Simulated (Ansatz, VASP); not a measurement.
# Two plane-wave programs on W3C

INCAR

```
SYSTEM = W3C
PREC = Accurate
ENCUT = 520
EDIFF = 1E-7
ISMEAR = 0
SIGMA = 0.1
LREAL = .FALSE.
LASPH = .TRUE.
NELM = 60
ALGO = Normal
ISIF = 2
LWAVE = .FALSE.
LCHARG = .FALSE.
LDIPOL = .TRUE.
IDIPOL = 3
DIPOL = 0.5 0.5 0.354
GGA = PS
NBANDS = 31
```

The input KPOINTS:

```
regular mesh
0
G
  10 10 1
  0 0 0
```

Contents of POSCAR:

```
W3C
1.0
    2.7317561349      0.0000000000      0.0000000000
   -0.9105853783      2.5755243833      0.0000000000
    0.0000000000      0.0000000000     21.3158546942
W C
3 1
Direct
    0.5000000000      0.5000000000      0.1876537468
    0.0000000000      0.0000000000      0.2888907691
    0.5000000000      0.5000000000      0.3901253228
    0.6666666667      0.6666666667      0.5510384107
```

Input for Ansatz:

```yaml
crystal:
  lattice:
    - [2.7317561349, 0.0, 0.0]
    - [-0.9105853783, 2.5755243833, 0.0]
    - [0.0, 0.0, 21.3158546942]
  atoms:
    - { symbol: W, position: [0.5, 0.5, 0.1876537468] }
    - { symbol: W, position: [0.0, 0.0, 0.2888907691] }
    - { symbol: W, position: [0.5, 0.5, 0.3901253228] }
    - { symbol: C, position: [0.6666666667, 0.6666666667, 0.5510384107] }
basis:
  ecutwfc: 420
kpoints:
  mp_grid: { grid: [10, 10, 1] }
hamiltonian:
  xc: pbesol
scf:
  occupations: { method: gaussian, width: 0.1 }
output:
  forces: true
  eigenvalues: true
efield:
  axis: 3
  dipole_correction: true
  ramp_width: 0.04
```

Alike in both runs: task single point; functional PBEsol; k mesh 10 × 10 × 1; occupations gaussian, width 0.1 eV; no spin polarisation.

|  | VASP | Ansatz |
| --- | --- | --- |
| version | VASP 6.6.1 | Ansatz 0.2.0 |
| potentials or method | VASP PAW PBE potentials, release 64 (W_sv, C), cutoff 520 eV | scalar-relativistic, plane waves, PAW |
| valence electrons in the cell | 46 | 46 |

Ansatz gave:

| Item | Value |
| --- | --- |
| gap on the k mesh at the Fermi level (eV) | none |
| rms of the force components (eV/Å) | 0.349 |

Q: What did VASP give for the same quantities?

A: gap on the k mesh at the Fermi level (eV): none; rms of the force components (eV/Å): 0.358.

VASP's potentials were made for PBE, not for PBEsol. Atom by atom the forces differ by 0.016 eV/Å (rms over components). A gap of «none» marks a metal or a gap that the smearing closes.

Neither program's run includes spin-orbit coupling.
